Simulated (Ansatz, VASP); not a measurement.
# HfO2 in VASP and in Ansatz

The input INCAR:

```
SYSTEM = HfO2
PREC = Accurate ; ENCUT = 520
EDIFF = 1E-6 ; ISMEAR = 0
SIGMA = 0.05 ; LREAL = .False.
LASPH = .True. ; NELM = 100
ALGO = Normal ; ISIF = 2
LWAVE = .False. ; LCHARG = .False.
GGA = PE ; NBANDS = 18
```

KPOINTS

```
Automatic mesh
0
Gamma
  8 8 8
  0 0 0
```

File POSCAR:

```
HfO2
1.0
    0.0000000000      2.5934499822      2.5934499822
    2.5934499822      0.0000000000      2.5934499822
    2.5934499822      2.5934499822      0.0000000000
Hf O
1 2
Direct
    0.0000000000      0.0000000000      0.0000000000
    0.2500000000      0.2500000000      0.2500000000
    0.7500000000      0.7500000000      0.7500000000
```

Input for Ansatz:

```yaml
crystal:
  lattice:
    - [0.0, 2.5934499822, 2.5934499822]
    - [2.5934499822, 0.0, 2.5934499822]
    - [2.5934499822, 2.5934499822, 0.0]
  atoms:
    - { symbol: Hf, position: [0.0, 0.0, 0.0] }
    - { symbol: O, position: [0.25, 0.25, 0.25] }
    - { symbol: O, position: [0.75, 0.75, 0.75] }
basis:
  ecutwfc: 520.0
kpoints:
  mp_grid: { grid: [8, 8, 8] }
hamiltonian:
  xc: pbe
  pseudopotentials: { kind: paw, azcp: { folder: soft_1 } }
scf:
  occupations: { method: gaussian, width: 0.05 }
output:
  forces: true
  stress: true
  eigenvalues: true
```

Alike in both runs: task single point; functional PBE; k mesh 8 × 8 × 8; occupations gaussian, width 0.05 eV; no spin polarisation.

|  | VASP | Ansatz |
| --- | --- | --- |
| version | VASP 6.6.1 | Ansatz 0.2.0 |
| potentials or method | VASP PAW PBE potentials, release 64 (Hf_pv, O), cutoff 520 eV | scalar-relativistic, plane waves, PAW |
| valence electrons in the cell | 22 | 38 |

|  | VASP | Ansatz | Ansatz less VASP |
| --- | --- | --- | --- |
| gap on the k mesh at the Fermi level (eV) | 3.61 | 3.62 | +0.003 |
| least direct gap on the mesh (eV) | 3.61 | 3.62 | +0.003 |
| pressure (GPa) | -14.6 | -11.5 | +3.16 |

VASP's potentials hold 22 valence electrons a cell and Ansatz's 38, so a difference there can come from the potentials and not from the codes.

Spin-orbit coupling is off throughout.
